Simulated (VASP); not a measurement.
Crystal: MgBe2Te2O.

```
Mg Be Te O
1.0
     4.23099    0.00000    0.00000
     0.00000    4.23099    0.00000
     0.00000    0.00000    5.60893
Mg Be Te O
1 2 2 1
Direct
  0.00000 0.00000 0.50000
  0.00000 0.50000 0.00000
  0.50000 0.00000 0.00000
  0.50000 0.50000 0.27101
  0.50000 0.50000 0.72899
  0.00000 0.00000 0.00000
```

```yaml
Program: VASP 6.6.1
Task: relaxation of cell and atoms
Functional: PBE
Potentials_or_basis: VASP PAW PBE potentials, release 64 (Mg, Be, Te, O)
Cutoff: 600 eV
k_mesh: 4 × 4 × 4
Occupations: gaussian, width 0.1 eV
Spin: no spin polarisation
```

At the start: pressure 5.5 GPa; volume 16.73 Å³/atom.

Problem. How do energy, volume and symmetry change on relaxing?

Solution. Over 16 steps the energy falls by 574.0 meV/atom and the volume is 16.83 Å³/atom (+0.6 %); space group P4/mmm (No. 123, to 0.05 Å).

The path:
```
step  energy change (eV)  largest force (eV/Å)  pressure (GPa)  volume (Å³)
   1              0.0000                3.0591            5.52       100.41
   2             -1.2827                1.1488           -0.62       108.50
   3             -1.4783                2.0462           -1.87       111.94
   4             -1.3667                2.7311           -2.44       118.48
   5             -1.4569                2.5883           -2.37       115.80
   6             -2.5404                1.6782           -4.52       115.20
   7             -2.7602                0.4593           -4.69       111.58
   8             -2.8599                0.9251           -4.92       113.48
   9             -3.1221                1.2429            2.32       101.03
  10             -3.1222                1.2393            2.22       101.16
  11             -3.3430                0.6269            1.88        99.59
  12             -3.4059                0.1621            2.51        97.98
  13             -3.4096                0.0177            2.29        98.32
  14             -3.4270                0.0700           -2.03       103.63
  15             -3.4410                0.0245           -0.40       101.47
  16             -3.4441                0.0046            0.00       100.97
```

Final structure:
```
CELL_PARAMETERS angstrom
3.64828 0.00000 0.00000
0.00000 3.64828 0.00000
0.00000 0.00000 7.58604
ATOMIC_POSITIONS crystal
Mg 0.00000 0.00000 0.50000
Be 0.00000 0.50000 0.00000
Be 0.50000 0.00000 0.00000
Te 0.50000 0.50000 0.26903
Te 0.50000 0.50000 0.73097
O 0.00000 0.00000 0.00000
```

Caveat: the k points lie up to 0.43 Å⁻¹ apart in the final cell.
